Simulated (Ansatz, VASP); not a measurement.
Au2I in VASP and in Ansatz

```
Au I
1.0
    -2.04267    2.04267    4.27691
     2.04267   -2.04267    4.27691
     2.04267    2.04267   -4.27691
Au I
2 1
Direct
  0.66570 0.66570 0.00000
  0.33430 0.33430 0.00000
  0.00000 0.00000 0.00000
```

Alike in both runs: functional PBE; k mesh 16 × 16 × 16; occupations gaussian, width 0.1 eV; no spin polarisation.

Ansatz relaxed the structure, and its values are those at the end. VASP's run is a single point on that final structure, the one shown.

|  | VASP | Ansatz |
| --- | --- | --- |
| version | VASP 6.6.1 | Ansatz 0.2.0 |
| potentials or method | VASP PAW PBE potentials, release 64 (Au, I), cutoff 520 eV | scalar-relativistic, plane waves, PAW |
| valence electrons in the cell | 29 | 55 |

VASP gave:

- gap on the k mesh at the Fermi level (eV): none
- pressure (GPa): -0.2
- rms of the force components (eV/Å): 0.001

Task: What did Ansatz give for the same quantities?

Result: gap on the k mesh at the Fermi level (eV): none; pressure (GPa): 0.0; rms of the force components (eV/Å): 0.004.

A gap of «none» marks a metal or a gap that the smearing closes. VASP's potentials hold 29 valence electrons a cell and Ansatz's 55, so a difference there can come from the potentials and not from the codes.

Neither program's run includes spin-orbit coupling.
